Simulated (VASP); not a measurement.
Input of a VASP 6.6.1 run:

The input INCAR:

```
PREC = Accurate
ENCUT = 690
EDIFF = 1E-6
ISMEAR = 0
SIGMA = 0.1
LREAL = F
LASPH = T
NELM = 200
ALGO = Normal
ISIF = 2
LWAVE = F
LCHARG = F
ISPIN = 2
MAGMOM = 1
LORBIT = 11
LMAXMIX = 4
GGA = PE
NBANDS = 19
GGA_COMPAT = F
```

File KPOINTS:

```
Automatic mesh
0
Gamma
  11 11 11
```

POSCAR

```
Ni
1.0
   -1.3837154700      1.3837154700      1.3837154700
    1.3837154700     -1.3837154700      1.3837154700
    1.3837154700      1.3837154700     -1.3837154700
Ni
1
Direct
    0.0000000000      0.0000000000      0.0000000000
```

Potentials or basis: VASP PAW PBE potentials, release 64 (Ni_sv_GW).

Command:

```sh
$ cat potpaw_PBE.64/Ni_sv_GW/POTCAR > POTCAR
$ mpirun -np 1 vasp_std > vasp.out
```

(1) What does it give for the pressure?

(2) Estimate the net moment.

(3) Predict the site moments.

Answers

(1) 6.8 GPa.

(2) 0.61 μB per cell.

(3) Ni +0.63 μB.

Caveat: the cell stands under pressure.
